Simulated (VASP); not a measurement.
Here is a VASP 6.6.1 calculation.

The input INCAR:

```
PREC = Accurate
ENCUT = 520
EDIFF = 1E-7
ISMEAR = 0
SIGMA = 0.2
LREAL = False
LASPH = True
NELM = 100
ALGO = Normal
ISIF = 2
LWAVE = False
LCHARG = False
GGA = PE
NBANDS = 31
```

KPOINTS

```
Automatic mesh
0
Gamma
  6 6 4
```

The input POSCAR:

```
Si5PdW
1.0
    3.8096299708      0.0000000000      0.0000000000
    0.0000000000      3.8096299708      0.0000000000
    0.0000000000      0.0000000000      7.2399695721
Si Pd W
5 1 1
Direct
    0.5000000000      0.0000000000      0.7638060459
    0.5000000000      0.0000000000      0.2361939541
    0.0000000000      0.5000000000      0.7638060459
    0.0000000000      0.5000000000      0.2361939541
    0.0000000000      0.0000000000      0.5000000000
    0.0000000000      0.0000000000      0.0000000000
    0.5000000000      0.5000000000      0.5000000000
```

Potentials or basis: VASP PAW PBE potentials, release 64 (Si, Pd, W_sv).

Launch:

```console
$ cat potpaw_PBE.64/Si/POTCAR potpaw_PBE.64/Pd/POTCAR potpaw_PBE.64/W_sv/POTCAR > POTCAR
$ mpirun -np 1 vasp_std > vasp.out
```

Q: Predict the pressure.

A: 0.5 GPa.

Q: What does it give for the band gap on the k mesh?

A: Zero (bands 22 and 23 overlap by 0.96 eV).

Stress tensor (GPa, compression positive):
```
0.39 0.00 0.00
0.00 0.39 0.00
0.00 0.00 0.66
```

Caveat: spin-orbit coupling is left out, which moves the levels of the heavy elements.
